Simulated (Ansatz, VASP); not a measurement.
**BiSe2 in VASP and in Ansatz**

```
Bi Se
1.0
     6.53335    0.00000    0.00000
     0.00000    6.53335    0.00000
     0.00000    0.00000    4.46861
Bi Se
2 4
Direct
  0.00000 0.00000 0.00000
  0.50000 0.50000 0.50000
  0.30774 0.30774 0.00000
  0.19226 0.80774 0.50000
  0.69226 0.69226 0.00000
  0.80774 0.19226 0.50000
```

Alike in both runs: functional r2SCAN; k mesh 6 × 6 × 10; occupations gaussian, width 0.1 eV; no spin polarisation.

Ansatz relaxed the structure, and its values are those at the end. VASP's run is a single point on that final structure, the one shown.

|  | VASP | Ansatz |
| --- | --- | --- |
| version | VASP 6.6.1 | Ansatz 0.2.0 |
| potentials or method | VASP PAW PBE potentials, release 64 (Bi_d, Se), cutoff 520 eV | scalar-relativistic, plane waves, PAW |
| valence electrons in the cell | 54 | 94 |

```tsv
	VASP	Ansatz	Ansatz less VASP
gap on the k mesh at the Fermi level (eV)	none	none	-
pressure (GPa)	0.0	0.0	-0.03
```

VASP's potentials were made for PBE, not for r2SCAN. A gap of «none» marks a metal or a gap that the smearing closes. VASP's potentials hold 54 valence electrons a cell and Ansatz's 94, so a difference there can come from the potentials and not from the codes.

Spin-orbit coupling is off throughout.
